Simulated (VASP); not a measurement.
Set up this calculation in VASP 6.6.1, as the native input.

| Item | Value |
| --- | --- |
| Task | relaxation of cell and atoms |
| Functional | PBE |
| Potentials or basis | VASP PAW PBE potentials, release 64 (Ti_sv, Al) |
| Cutoff | 600 eV |
| k mesh | 10 × 10 × 10 |
| Occupations | gaussian, width 0.1 eV |
| Spin | no spin polarisation |
| Target pressure | 1 GPa |
| Dipole correction | no |
| Further INCAR settings | ALGO = Normal; EDIFF = 1e-06; IBRION = 2; EDIFFG = -0.008; NSW = 70; ISIF = 3 |

The structure of TiAl3 lies in POSCAR:

```
TiAl3
1.0
    3.9666970505      0.0000000000      0.0000000000
    0.0000000000      3.9666970505      0.0000000000
    0.0000000000      0.0000000000      3.9666970505
Ti Al
1 3
Direct
    0.0000000000      0.0000000000      0.0000000000
    0.5000000000      0.5000000000      0.0000000000
    0.5000000000      0.0000000000      0.5000000000
    0.0000000000      0.5000000000      0.5000000000
```

The input as run:

INCAR

```
SYSTEM = TiAl3
PREC = Accurate ; ENCUT = 600
EDIFF = 1E-6 ; ISMEAR = 0
SIGMA = 0.1 ; LREAL = .FALSE.
LASPH = .TRUE. ; NELM = 80
ALGO = Normal ; ISIF = 3
LWAVE = .FALSE. ; LCHARG = .FALSE.
GGA = PE ; IBRION = 2
NSW = 70 ; EDIFFG = -0.008
PSTRESS = 10.0
```

KPOINTS

```
Automatic mesh
0
G
  10 10 10
  0 0 0
```

Potentials or basis: VASP PAW PBE potentials, release 64 (Ti_sv, Al).

Command:

```console
$ cat potpaw_PBE.64/Ti_sv/POTCAR potpaw_PBE.64/Al/POTCAR > POTCAR
$ mpirun -np 1 vasp_std > vasp.out
```

Results of the run:

- Pressure after relaxing: 1.0 GPa
- Band gap on the k mesh: zero (an odd number of electrons rules out a gap without spin polarisation)

Caveat: the relaxation stopped at its first step, so nothing moved; the cell is relaxed towards a set pressure, so the run minimises the enthalpy, not the energy.

Wall time 83 s on 1 thread of Intel Xeon 8259CL (shared host), peak memory 0.21 GiB.
